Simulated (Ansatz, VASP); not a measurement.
## Co in VASP and in Ansatz

```
Co
1.0
     0.00000    2.42518    2.42518
     2.42518    0.00000    2.42518
     2.42518    2.42518    0.00000
Co
2
Direct
  0.12500 0.12500 0.12500
  0.87500 0.87500 0.87500
```

Alike in both runs: task single point; functional PBEsol; k mesh 13 × 13 × 13; occupations fermi-dirac, width 0.05 eV; collinear spin.

|  | VASP | Ansatz |
| --- | --- | --- |
| version | VASP 6.6.1 | Ansatz 0.2.0 |
| potentials or method | VASP PAW PBE potentials, release 64 (Co), cutoff 520 eV | plane waves (420 eV) with PAW, scalar-relativistic |
| valence electrons in the cell | 18 | 34 |

|  | VASP | Ansatz | Ansatz less VASP |
| --- | --- | --- | --- |
| pressure (GPa) | -1.4 | -0.1 | +1.33 |
| net moment per atom (μB) | 0.37 | 0.34 | -0.031 |
| size of the moment on the site where the two differ most (μB) | 0.36 | 0.33 | -0.027 |

VASP's potentials were made for PBE, not for PBEsol, and Ansatz warns of the same on its side. Site moments also hang on the region over which each program counts them. VASP's potentials hold 18 valence electrons a cell and Ansatz's 34, so a difference there can come from the potentials and not from the codes.
